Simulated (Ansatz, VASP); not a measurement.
## One calculation of TlCl, two programs

```
CELL_PARAMETERS angstrom
3.79363 0.00000 0.00000
0.00000 3.79363 0.00000
0.00000 0.00000 3.79363
ATOMIC_POSITIONS crystal
Tl 0.00000 0.00000 0.00000
Cl 0.50000 0.50000 0.50000
```

Alike in both runs: task single point; functional PBE0; k mesh 4 × 4 × 4; no spin polarisation.

|  | VASP | Ansatz |
| --- | --- | --- |
| version | VASP 6.6.1 | Ansatz 0.2.0 |
| potentials or method | VASP PAW PBE potentials, release 64 (Tl_d, Cl) | plane waves, PAW |
| plane-wave cutoff (eV) | 400 | 420 |
| occupations | gaussian, width 0.01 eV | fixed |
| valence electrons in the cell | 20 | 20 |

VASP gave:

* gap on the k mesh at the Fermi level (eV): 3.43
* pressure (GPa): 1.6

Task: Estimate Ansatz's values.

Result: gap on the k mesh at the Fermi level (eV): 3.39; pressure (GPa): 1.9.

Ansatz's warnings: stress exchange threshold loose, stress scf threshold loose.

Neither program's run includes spin-orbit coupling.
